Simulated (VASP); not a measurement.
Wanted: the native input for a VASP 6.6.1 run.

```
Task                   : single point
Functional             : PBEsol
Potentials or basis    : VASP PAW PBE potentials, release 64 (Cu, Cr_pv, O)
Cutoff                 : 600 eV
k mesh                 : 10 × 10 × 10
Occupations            : fermi-dirac, width 0.05 eV
Spin                   : collinear spin, ferromagnetic start
Starting moments       : [0.6, 3.0, 0.0, 0.0] μB
Dipole correction      : no
Further INCAR settings : ALGO = Normal; EDIFF = 1e-06; NBANDS = 30
```

The structure of CrCuO2 lies in POSCAR:

```
CrCuO2
1.0
    1.4965459823      0.8640312257      5.7377494445
   -1.4965459823      0.8640312257      5.7377494445
    0.0000000000     -1.7280624515      5.7377494445
Cu Cr O
1 1 2
Direct
    0.0000000000      0.0000000000      0.0000000000
    0.5000000000      0.5000000000      0.5000000000
    0.8920800000      0.8920800000      0.8920800000
    0.1079200000      0.1079200000      0.1079200000
```

One way to write it, as run:

INCAR

```
SYSTEM = CrCuO2
PREC = Accurate
ENCUT = 600
EDIFF = 1E-6
ISMEAR = -1
SIGMA = 0.05
LREAL = .False.
LASPH = .True.
NELM = 200
ALGO = Normal
ISIF = 2
LWAVE = .False.
LCHARG = .False.
ISPIN = 2
MAGMOM = 0.6 3 0 0
LORBIT = 11
LMAXMIX = 4
GGA = PS
NBANDS = 30
GGA_COMPAT = .False.
```

KPOINTS

```
Automatic mesh
0
Gamma
  10 10 10
  0 0 0
```

Potentials or basis: VASP PAW PBE potentials, release 64 (Cu, Cr_pv, O).

Run with:

```console
$ cat potpaw_PBE.64/Cu/POTCAR potpaw_PBE.64/Cr_pv/POTCAR potpaw_PBE.64/O/POTCAR > POTCAR
$ mpirun -np 1 vasp_std > vasp.out
```

It gave:

| Quantity | Value |
| --- | --- |
| Pressure | -6.5 GPa |
| Largest force | 0.144 eV/Å |
| Band gap on the k mesh | 0.94 eV (least direct gap 1.09 eV) |
| Net moment | 3.00 μB per cell |
| Site moments | Cu +0.03; Cr +2.83; O -0.01 μB |
| Valence electrons inside the program's atomic spheres | Cu 9.94; Cr 10.72; O 5.01 |

Caveat: the cell stands under tension; an empty level that is flat over the whole mesh can mark a ghost state of the potentials, or a narrow d or f band; the PAW data sets were made with another functional, which shifts forces and pressure a little.

It took 10 min on 1 thread of Intel(R) Xeon(R) Platinum 8488C (Sapphire Rapids), on a shared host, peak memory 0.6 GiB.
